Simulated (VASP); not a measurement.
Runs of VASP 6.6.1 on Si. The structure is that of space group P6_3/mmc (No. 194), or close to it. The cells are those of the table. 

```tsv
cell	gap on the mesh (eV)	pressure (GPa)	largest force (eV/Å)
a = 3.606, b = 3.606, c = 7.161 Å, angles 90.0, 90.0, 120.0°, 4 atoms	none	3.5	0.97
a = 3.511, b = 3.511, c = 7.554 Å, angles 90.0, 90.0, 120.0°, 4 atoms	none	(b)	1.05
a = 4.128, b = 4.128, c = 5.465 Å, angles 90.0, 90.0, 120.0°, 4 atoms	none	8.2	4.55
a = 3.712, b = 3.712, c = 6.758 Å, angles 90.0, 90.0, 120.0°, 4 atoms	0.64	0.8	0.69
a = 4.045, b = 4.045, c = 5.691 Å, angles 90.0, 90.0, 120.0°, 4 atoms	none	(c)	2.76
a = 3.940, b = 3.940, c = 5.999 Å, angles 90.0, 90.0, 120.0°, 4 atoms	0.18	0.9	(a)
a = 3.770, b = 3.770, c = 6.551 Å, angles 90.0, 90.0, 120.0°, 4 atoms	0.81	0.0	0.42
a = 3.884, b = 3.884, c = 6.172 Å, angles 90.0, 90.0, 120.0°, 4 atoms	0.42	0.1	0.48
```

Alike in all rows: task single point; level r2SCAN; potentials or basis VASP PAW PBE potentials, release 64 (Si); no spin polarisation; k mesh 12 × 12 × 6; cutoff (eV) 520; smearing gaussian 0.05 eV.

Task: Estimate the missing entries.

Result: (a) 1.12; (b) 6.7; (c) 4.1.

Caveats: the PAW data sets were made with another functional, which shifts forces and pressure a little.

A k mesh can miss the band edges.

A gap of «none» marks levels without a gap at the run's occupations.
